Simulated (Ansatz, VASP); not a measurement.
## Al2O3 in VASP and in Ansatz

INCAR

```
SYSTEM = Al2O3
ALGO = Normal
EDIFF = 1E-6
ENCUT = 520
GGA = PE
ISIF = 2
ISMEAR = 0
IVDW = 12
LASPH = .True.
LCHARG = .True.
LELF = .True.
LREAL = .False.
LVHAR = .True.
LWAVE = .False.
NBANDS = 20
NELM = 60
PREC = Accurate
SIGMA = 0.05
```

File KPOINTS:

```
k-points
0
Gamma
  9 9 4
  0 0 0
```

Contents of POSCAR:

```
Al2O3
1.0
    2.9172793866      0.0000000000      0.0000000000
   -1.4586396933      2.5264380587      0.0000000000
    0.0000000000      0.0000000000      7.4236882398
Al O
2 3
Direct
    0.0000000000      0.0000000000      0.1907358529
    0.0000000000      0.0000000000      0.8092641471
    0.3333333333      0.6666666667      0.2977981479
    0.6666666667      0.3333333333      0.0000000000
    0.3333333333      0.6666666667      0.7022018521
```

Input for Ansatz:

```yaml
crystal:
  lattice:
    - [2.9172793866, 0.0, 0.0]
    - [-1.4586396933, 2.5264380587, 0.0]
    - [0.0, 0.0, 7.4236882398]
  atoms:
    - { symbol: Al, position: [0.0, 0.0, 0.1907358529] }
    - { symbol: Al, position: [0.0, 0.0, 0.8092641471] }
    - { symbol: O, position: [0.3333333333, 0.6666666667, 0.2977981479] }
    - { symbol: O, position: [0.6666666667, 0.3333333333, 0.0] }
    - { symbol: O, position: [0.3333333333, 0.6666666667, 0.7022018521] }
basis:
  ecutwfc: 520.0
kpoints:
  mp_grid: { grid: [9, 9, 4] }
hamiltonian:
  xc: pbe
  pseudopotentials: { kind: paw, azcp: { folder: soft_1 } }
  dispersion: d3bj
scf:
  occupations: { method: gaussian, width: 0.05 }
output:
  forces: true
  stress: true
  eigenvalues: true
```

Alike in both runs: task single point; functional PBE; dispersion D3(BJ); k mesh 9 × 9 × 4; occupations gaussian, width 0.05 eV; no spin polarisation.

|  | VASP | Ansatz |
| --- | --- | --- |
| version | VASP 6.6.1 | Ansatz 0.2.0 |
| potentials or method | VASP PAW PBE potentials, release 64 (Al, O), cutoff 520 eV | scalar-relativistic, plane waves, PAW |
| valence electrons in the cell | 24 | 24 |

|  | VASP | Ansatz | Ansatz less VASP |
| --- | --- | --- | --- |
| gap on the k mesh at the Fermi level (eV) | 3.62 | 3.65 | +0.032 |
| least direct gap on the mesh (eV) | 3.68 | 3.71 | +0.031 |
| pressure (GPa) | -14.3 | -14.3 | -0.03 |
| traceless stress, the component that is largest in VASP (GPa) | 0.42 | 0.66 | +0.245 |
| rms of the force components (eV/Å) | 1.017 | 1.006 | -0.0109 |

Atom by atom the forces differ by 0.011 eV/Å (rms over components).
